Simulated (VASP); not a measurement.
# FeO in VASP: further runs

FeO is run at these levels: PBE+D3(BJ)+U, revPBE+U; tasks: single point.

Everything below comes from runs of VASP 6.6.1. Logs are shortened: lines on timing, memory, paths and dates and some standing lists are left out, and cuts for length are marked.

## (1) The cell of the first run

Symmetry: R-3m, No. 166, trigonal system. The conventional cell has a = 2.954 Å, b = 2.954 Å, c = 7.352 Å, α = 90.00°, β = 90.00°, γ = 120.00°. Within 2.8 Å of Fe (site symmetry -3m) lie 6 O at 2.10 Å. O (site symmetry -3m) has 6 Fe at 2.10 Å within 2.8 Å.

## (2) Single point, PBE+D3(BJ)+U, collinear spin, ferromagnetic start (9.26 Å³/atom)

INCAR reads:

```
PREC     = Accurate       # precision mode
ENCUT    = 600            # plane-wave cutoff, eV
EDIFF    = 1E-6           # SCF threshold, eV
ISMEAR   = 1              # smearing method
SIGMA    = 0.1            # smearing width, eV
LREAL    = False          # projectors in reciprocal space
LASPH    = True           # aspherical terms in the spheres
NELM     = 200            # most SCF steps
ALGO     = Normal         # electronic algorithm
ISIF     = 2              # what is computed and relaxed
LWAVE    = False          # write WAVECAR
LCHARG   = False          # write CHGCAR
ISPIN    = 2              # spin polarisation
MAGMOM   = 3.77 0.28      # initial moments
LORBIT   = 11             # projections on sites
LMAXMIX  = 4              # l up to which the mixer works
LDAU     = True           # DFT+U
LDAUTYPE = 2            
LDAUL    = 2 -1           # shell
LDAUU    = 3 0            # U, eV
LDAUJ    = 0 0          
LDAUPRINT= 1            
GGA      = PE             # functional
IVDW     = 12             # dispersion correction
NBANDS   = 18             # bands
GGA_COMPAT= False
```

KPOINTS reads:

```
Automatic mesh
0
Gamma
  11 11 11
```

POSCAR reads:

```
FeO
1.0
    1.4771882400      0.8528550280      2.4505127133
   -1.4771882400      0.8528550280      2.4505127133
    0.0000000000     -1.7057100560      2.4505127133
Fe O
1 1
Direct
    0.0000000000      0.0000000000      0.0000000000
    0.5000000000      0.5000000000      0.5000000000
```

Potentials or basis: VASP PAW PBE potentials, release 64 (Fe, O).

Launch:

```sh
cat potpaw_PBE.64/Fe/POTCAR potpaw_PBE.64/O/POTCAR > POTCAR
mpirun -np 1 vasp_std > vasp.out
```

OUTCAR:

```text
PREC = Accurate
   ENCUT = 600
   EDIFF = 1E-6
   ISMEAR = 1
   LREAL = False
   LASPH = True
   NELM = 200
   ISIF = 2
   ISPIN = 2
   LORBIT = 11
   GGA = PE
   IVDW = 12
 IVDW          = 12

 ion  position               nearest neighbor table
   1  0.000  0.000  0.000-   2 2.10   2 2.10   2 2.10   2 2.10   2 2.10   2 2.10
   2  0.500  0.500  0.500-   1 2.10   1 2.10   1 2.10   1 2.10   1 2.10   1 2.10

  LATTYP: Found a trigonal (rhomboedric) cell.
 ALAT       =     2.9857091877
 COS(alpha) =     0.5104391618

  Lattice vectors:

 A1 = (   1.4771882400,   0.8528550280,   2.4505127133)
 A2 = (  -1.4771882400,   0.8528550280,   2.4505127133)
 A3 = (   0.0000000000,  -1.7057100560,   2.4505127133)

Analysis of symmetry for initial positions (statically):
=====================================================================
 Subroutine PRICEL returns:
 Original cell was already a primitive cell.

 Routine SETGRP: Setting up the symmetry group for a
 trigonal (rhombohedral) supercell.

 Subroutine GETGRP returns: Found 12 space group operations
 (whereof 12 operations were pure point group operations)
 out of a pool of 12 trial point group operations.

The static configuration has the point symmetry D_3d.

Analysis of symmetry for dynamics (positions and initial velocities):
=====================================================================
 Subroutine PRICEL returns:
 Original cell was already a primitive cell.

 Routine SETGRP: Setting up the symmetry group for a
 trigonal (rhombohedral) supercell.

 Subroutine GETGRP returns: Found 12 space group operations
 (whereof 12 operations were pure point group operations)
 out of a pool of 12 trial point group operations.

The dynamic configuration has the point symmetry D_3d.

[... 174 lines left out ...]
 occupancies and eigenvectors

  o =  0.1347  v =  0.0000  0.0000  0.0000  0.0000  0.0000 -0.0000  0.8266 -0.0000  0.0000 -0.5627      0.0000  0.0000  0.0000  0.0000  0.0000  0.0000  0.0000  0.0000  0.0000  0.0000
  o =  0.1347  v =  0.0000  0.0000  0.0000  0.0000  0.0000  0.5627  0.0000 -0.0000 -0.8266 -0.0000      0.0000  0.0000  0.0000  0.0000  0.0000  0.0000  0.0000  0.0000  0.0000  0.0000
  o =  0.3194  v =  0.0000  0.0000  0.0000  0.0000  0.0000 -0.0000 -0.5627 -0.0000 -0.0000 -0.8266      0.0000  0.0000  0.0000  0.0000  0.0000  0.0000  0.0000  0.0000  0.0000  0.0000
  o =  0.3194  v =  0.0000  0.0000  0.0000  0.0000  0.0000  0.8266 -0.0000 -0.0000  0.5627 -0.0000      0.0000  0.0000  0.0000  0.0000  0.0000  0.0000  0.0000  0.0000  0.0000  0.0000
  o =  0.3209  v =  0.0000  0.0000  0.0000  0.0000  0.0000  0.0000  0.0000 -1.0000  0.0000  0.0000      0.0000  0.0000  0.0000  0.0000  0.0000  0.0000  0.0000  0.0000  0.0000  0.0000
  o =  0.9658  v = -0.0000 -0.5699 -0.0000 -0.0000 -0.8217  0.0000  0.0000  0.0000  0.0000  0.0000      0.0000  0.0000  0.0000  0.0000  0.0000  0.0000  0.0000  0.0000  0.0000  0.0000
  o =  0.9658  v =  0.8217 -0.0000 -0.0000  0.5699 -0.0000  0.0000  0.0000  0.0000  0.0000  0.0000      0.0000  0.0000  0.0000  0.0000  0.0000  0.0000  0.0000  0.0000  0.0000  0.0000
  o =  0.9661  v =  0.0000 -0.0000  1.0000  0.0000 -0.0000  0.0000  0.0000  0.0000  0.0000  0.0000      0.0000  0.0000  0.0000  0.0000  0.0000  0.0000  0.0000  0.0000  0.0000  0.0000
  o =  1.0204  v =  0.0000 -0.8217 -0.0000 -0.0000  0.5699  0.0000  0.0000  0.0000  0.0000  0.0000      0.0000  0.0000  0.0000  0.0000  0.0000  0.0000  0.0000  0.0000  0.0000  0.0000
  o =  1.0204  v = -0.5699 -0.0000 -0.0000  0.8217  0.0000  0.0000  0.0000  0.0000  0.0000  0.0000      0.0000  0.0000  0.0000  0.0000  0.0000  0.0000  0.0000  0.0000  0.0000  0.0000

 number of electron      14.0000005 magnetization       4.0000197

 Free energy of the ion-electron system (eV)
  ---------------------------------------------------
  ext. energy  EPLUGINS =         0.00000000
  ---------------------------------------------------
  free energy    TOTEN  =       -13.34810648 eV

  energy without entropy =      -13.34784346  energy(sigma->0) =      -13.34801881

 E-fermi :   7.4594     XC(G=0): -12.5907

 val. band max:        7.4579130203   @ k =   0.4545   0.2727   0.2727
 cond. band min:       7.4613983196   @ k =   0.2727   0.0909   0.0909
 fundamental gap:      0.0034852994
 Fermi energy:         7.4593746765

 spin component 1

 k-point     1 :       0.0000    0.0000    0.0000
  band No.  band energies     occupation
      1     -14.1561      1.00000
      2       1.5854      1.00000
      3       1.6381      1.00000
      4       1.6381      1.00000
      5       1.6786      1.00000
      6       1.6786      1.00000
[... 1001 lines left out ...]
     17      36.1659      0.00000
     18      37.9730      0.00000

 [... further k-points ...]

------------------------ aborting loop because EDIFF is reached ----------------------------------------

 Edisp (eV)   -0.43148

 E8    (eV) :    -0.1657

  FORCE on cell =-STRESS in cart. coord.  units (eV):
  Direction    XX          YY          ZZ          XY          YZ          ZX
  --------------------------------------------------------------------------------------
  -------------------------------------------------------------------------------------
  Total       1.48177     1.48177     1.38992     0.00000    -0.00000     0.00000
  in kB     128.16580   128.16580   120.22148     0.00000    -0.00000     0.00000
  external pressure =      125.52 kB  Pullay stress =        0.00 kB

 VOLUME and BASIS-vectors are now :
 -----------------------------------------------------------------------------
  energy-cutoff  :      600.00
  volume of cell :       18.52
      direct lattice vectors                 reciprocal lattice vectors
     1.477188240  0.852855028  2.450512713     0.338480897  0.195422037  0.136025956
    -1.477188240  0.852855028  2.450512713    -0.338480897  0.195422037  0.136025956
     0.000000000 -1.705710056  2.450512713     0.000000000 -0.390844074  0.136025956

 POSITION                                       TOTAL-FORCE (eV/Angst)
 -----------------------------------------------------------------------------------
      0.00000      0.00000      0.00000         0.000000      0.000000      0.000000
      0.00000      0.00000      3.67577        -0.000000      0.000000     -0.000000
 -----------------------------------------------------------------------------------
    total drift:                               -0.000000      0.000000     -0.000000

  FREE ENERGIE OF THE ION-ELECTRON SYSTEM (eV)
  ---------------------------------------------------
  free  energy   TOTEN  =       -13.7795850751 eV

  energy  without entropy=      -13.7793220582  energy(sigma->0) =      -13.77949740

 total charge

# of ion       s       p       d       tot
------------------------------------------
    1        0.314   0.421   6.142   6.877
    2        1.551   3.500   0.000   5.051
--------------------------------------------------
tot          1.865   3.922   6.142  11.928

 magnetization (x)

# of ion       s       p       d       tot
------------------------------------------
    1        0.026   0.022   3.706   3.754
    2        0.027   0.221   0.000   0.247
--------------------------------------------------
tot          0.052   0.243   3.706   4.001
```

Run time: 91 s. Hardware: 1 thread of AMD EPYC 7R13 (Zen 3), shared host; peak memory 0.2 GiB.

Results:

```yaml
Free_energy: -13.7796 eV
Pressure: 12.6 GPa
Band_gap_on_the_k_mesh: zero (filled and empty bands overlap)
Net_moment: 4.00 μB per cell
Site_moments: Fe +3.75; O +0.25 μB
Valence_electrons_inside_the_program's_atomic_spheres: Fe 6.88; O 5.05
Dispersion_energy_per_atom: -0.216 eV
```

Eigenvalues of the final occupation matrices:
| site | spin | trace | eigenvalues |
| --- | --- | --- | --- |
| site 1 d | 1 | 4.94 | 0.97 0.97 0.97 1.02 1.02 |
| site 1 d | 2 | 1.23 | 0.13 0.13 0.32 0.32 0.32 |

Caveat: three body term missing; the cell stands under pressure; a cell with one magnetic atom can't hold antiferromagnetic order, which such compounds often take. The state reached can hang on the start; a lower one may exist.

## (3) Single point, revPBE+U, collinear spin, ferromagnetic start (9.66 Å³/atom)

This run uses another cell than the first one, of 9.66 Å³/atom.

INCAR reads:

```
PREC = Accurate
ENCUT = 600
EDIFF = 1E-6
ISMEAR = -1
SIGMA = 0.02
LREAL = F
LASPH = T
NELM = 200
ALGO = Normal
ISIF = 2
LWAVE = F
LCHARG = F
ISPIN = 2
MAGMOM = 1.1 0
LORBIT = 11
LMAXMIX = 4
LDAU = T
LDAUTYPE = 2
LDAUL = 2 -1
LDAUU = 8 0
LDAUJ = 0 0
LDAUPRINT = 1
GGA = RE
NBANDS = 18
GGA_COMPAT = F
```

KPOINTS is that of step 2.

POSCAR reads:

```
FeO
1.0
    1.5006348041      0.8248364661      2.4417699397
   -1.5145402942      0.8741903021      2.4329744410
    0.0357896696     -1.7723867126      2.4629034042
Fe O
1 1
Direct
    0.0000000000      0.0000000000      0.0000000000
    0.5000000000      0.5000000000      0.5000000000
```

Potentials or basis: VASP PAW PBE potentials, release 64 (Fe, O).

Launch:

```sh
cat potpaw_PBE.64/Fe/POTCAR potpaw_PBE.64/O/POTCAR > POTCAR
mpirun -np 1 vasp_std > vasp.out
```

OUTCAR:

```text
PREC = Accurate
   ENCUT = 600
   EDIFF = 1E-6
   ISMEAR = -1
   LREAL = F
   LASPH = T
   NELM = 200
   ISIF = 2
   ISPIN = 2
   LORBIT = 11
   GGA = RE

 ion  position               nearest neighbor table
   1  0.000  0.000  0.000-   2 2.11   2 2.11   2 2.11   2 2.11   2 2.16   2 2.16
   2  0.500  0.500  0.500-   1 2.11   1 2.11   1 2.11   1 2.11   1 2.16   1 2.16

  LATTYP: Found a triclinic cell.
 ALAT       =     2.9823649088
 B/A-ratio  =     1.0046496639
 C/A-ratio  =     0.9998474043
 COS(alpha) =     0.0000540775
 COS(beta)  =     0.4822680611
 COS(gamma) =     0.4911734903

  Lattice vectors:

 A1 = (  -1.5006348041,  -0.8248364661,  -2.4417699397)
 A2 = (   1.5145402942,  -0.8741903021,  -2.4329744410)
 A3 = (  -1.4648451345,  -2.5972231787,   0.0211334645)

Analysis of symmetry for initial positions (statically):
=====================================================================
 Subroutine PRICEL returns:
 Original cell was already a primitive cell.

 Routine SETGRP: Setting up the symmetry group for a
 triclinic supercell.

 Subroutine GETGRP returns: Found  2 space group operations
 (whereof  2 operations were pure point group operations)
 out of a pool of  2 trial point group operations.

The static configuration has the point symmetry S_2 .

Analysis of symmetry for dynamics (positions and initial velocities):
=====================================================================
 Subroutine PRICEL returns:
 Original cell was already a primitive cell.

 Routine SETGRP: Setting up the symmetry group for a
 triclinic supercell.
[... 189 lines left out ...]
  o =  0.9896  v =  0.5568 -0.3194 -0.4778  0.3902 -0.4553  0.0000  0.0000  0.0000  0.0000  0.0000      0.0000  0.0000  0.0000  0.0000  0.0000  0.0000  0.0000  0.0000  0.0000  0.0000
  o =  1.0517  v =  0.4956  0.4271  0.0048 -0.6963 -0.2953  0.0000  0.0000  0.0000  0.0000  0.0000      0.0000  0.0000  0.0000  0.0000  0.0000  0.0000  0.0000  0.0000  0.0000  0.0000
  o =  1.0633  v = -0.3074  0.6962 -0.0097  0.4184 -0.4956  0.0000  0.0000  0.0000  0.0000  0.0000      0.0000  0.0000  0.0000  0.0000  0.0000  0.0000  0.0000  0.0000  0.0000  0.0000

 number of electron      14.0000000 magnetization       4.0000023

 Free energy of the ion-electron system (eV)
  ---------------------------------------------------
  ext. energy  EPLUGINS =         0.00000000
  ---------------------------------------------------
  free energy    TOTEN  =       -10.91920936 eV

  energy without entropy =      -10.91706802  energy(sigma->0) =      -10.91813869

 E-fermi :   6.8354     XC(G=0): -12.1768

 val. band max:        6.8331059071   @ k =  -0.3636   0.2727   0.3636
 cond. band min:       6.8356980403   @ k =   0.3636  -0.0909   0.0909
 fundamental gap:      0.0025921332
 Fermi energy:         6.8353948775

 spin component 1

 k-point     1 :       0.0000    0.0000    0.0000
  band No.  band energies     occupation
      1     -14.0506      1.00000
      2      -1.7729      1.00000
      3      -1.6882      1.00000
      4      -1.6037      1.00000
      5      -1.0271      1.00000
      6      -0.9356      1.00000
[... 1001 lines left out ...]
     17      34.1627      0.00000
     18      36.5976      0.00000

 [... further k-points ...]

------------------------ aborting loop because EDIFF is reached ----------------------------------------

  FORCE on cell =-STRESS in cart. coord.  units (eV):
  Direction    XX          YY          ZZ          XY          YZ          ZX
  --------------------------------------------------------------------------------------
  -------------------------------------------------------------------------------------
  Total        1.3079783      1.4547997      1.3367095      0.2166738      0.1960465     -0.1633333
  in kB      108.4197495    120.5899339    110.8013100     17.9603304     16.2505117    -13.5388752
  external PRESSURE =     113.2703312 kB  Pullay stress =       0.0000000 kB

 VOLUME and BASIS-vectors are now :
 -----------------------------------------------------------------------------
  energy-cutoff  :      600.00
  volume of cell :       19.33
      direct lattice vectors                 reciprocal lattice vectors
     1.500634804  0.824836466  2.441769940     0.334487923  0.197490837  0.137260325
    -1.514540294  0.874190302  2.432974441    -0.329005677  0.186692732  0.139131206
     0.035789670 -1.772386713  2.462903404    -0.006610147 -0.380220285  0.132501824

 POSITION                                       TOTAL-FORCE (eV/Angst)
 -----------------------------------------------------------------------------------
      0.00000      0.00000      0.00000        -0.000000      0.000000      0.000000
      0.01094     -0.03668      3.66882         0.000000      0.000000     -0.000000
 -----------------------------------------------------------------------------------
    total drift:                               -0.000000      0.000000     -0.000000

  FREE ENERGIE OF THE ION-ELECTRON SYSTEM (eV)
  ---------------------------------------------------
  free  energy   TOTEN  =       -10.9192093611 eV

  energy  without entropy=      -10.9170680174  energy(sigma->0) =      -10.91813869

 total charge

# of ion       s       p       d       tot
------------------------------------------
    1        0.301   0.392   6.187   6.881
    2        1.551   3.503   0.000   5.054
--------------------------------------------------
tot          1.852   3.896   6.187  11.935

 magnetization (x)

# of ion       s       p       d       tot
------------------------------------------
    1        0.026   0.021   3.931   3.979
    2        0.013   0.107   0.000   0.120
--------------------------------------------------
tot          0.039   0.128   3.931   4.099
```

OSZICAR:

```text
N       E                     dE             d eps       ncg     rms          rms(c)
DAV:   1     0.852625138430E+02    0.85263E+02   -0.73222E+03 51622   0.101E+03
DAV:   2    -0.192735068413E+01   -0.87190E+02   -0.74904E+02 49446   0.220E+02
DAV:   3    -0.736885695989E+01   -0.54415E+01   -0.52207E+01 55048   0.581E+01
[... 38 lines left out ...]
DAV:  42    -0.109192069918E+02   -0.15546E-05   -0.16434E-05 43140   0.201E-02    0.479E-03
DAV:  43    -0.109192076051E+02   -0.61325E-06   -0.21422E-05 49240   0.264E-02    0.355E-03
DAV:  44    -0.109192087890E+02   -0.11839E-05   -0.20038E-05 46120   0.228E-02    0.191E-03
DAV:  45    -0.109192091240E+02   -0.33496E-06   -0.19096E-05 43600   0.178E-02    0.184E-03
DAV:  46    -0.109192093611E+02   -0.23713E-06   -0.36314E-06 34258   0.913E-03
   1 F= -.10919209E+02 E0= -.10918139E+02  d E =-.214134E-02  mag=     4.0000
```

It took 29 min on 1 thread of Intel Xeon 8259CL, shared host; peak memory 0.53 GiB.

Results:

```yaml
Free_energy: -10.9192 eV
Pressure: 11.3 GPa
Band_gap_on_the_k_mesh: zero (filled and empty bands overlap)
Net_moment: 4.00 μB per cell
Site_moments: Fe +3.98; O +0.12 μB
Valence_electrons_inside_the_program's_atomic_spheres: Fe 6.88; O 5.05
```

Stress tensor (GPa, compression positive):
```
10.84  1.80 -1.35
 1.80 12.06  1.63
-1.35  1.63 11.08
```

Eigenvalues of the final occupation matrices:
```
    site  spin  trace               eigenvalues
site 1 d     1   5.08  0.99 0.99 0.99 1.05 1.06
site 1 d     2   1.14  0.03 0.07 0.08 0.45 0.49
```

Caveat: the cell stands under pressure; the PAW data sets were made with another functional, which shifts forces and pressure a little; a cell with one magnetic atom can't hold antiferromagnetic order, which such compounds often take. The state reached can hang on the start; a lower one may exist.
